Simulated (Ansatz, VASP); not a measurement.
## Two plane-wave programs on BiS

```
CELL_PARAMETERS angstrom
4.25315 0.00000 0.00000
-2.12658 3.68334 0.00000
0.00000 0.00000 6.93770
ATOMIC_POSITIONS crystal
Bi 0.00000 0.00000 0.00000
Bi 0.00000 0.00000 0.50000
S 0.33333 0.66667 0.25000
S 0.66667 0.33333 0.75000
```

Alike in both runs: task single point; functional PBEsol; k mesh 10 × 10 × 6; occupations gaussian, width 0.05 eV; no spin polarisation.

|  | VASP | Ansatz |
| --- | --- | --- |
| version | VASP 6.6.1 | Ansatz 0.2.0 |
| potentials or method | VASP PAW PBE potentials, release 64 (Bi_d, S), cutoff 520 eV | scalar-relativistic, plane waves, PAW |
| valence electrons in the cell | 42 | 42 |

|  | VASP | Ansatz | Ansatz less VASP |
| --- | --- | --- | --- |
| gap on the k mesh at the Fermi level (eV) | none | none | - |
| pressure (GPa) | -2.9 | -2.8 | +0.03 |
| traceless stress, the component that is largest in VASP (GPa) | -0.12 | -0.12 | +0.001 |

VASP's potentials were made for PBE, not for PBEsol. A gap of «none» marks a metal or a gap that the smearing closes. The functional is the same, so the differences come from potentials, cutoffs and numerics.

Neither program's run includes spin-orbit coupling.
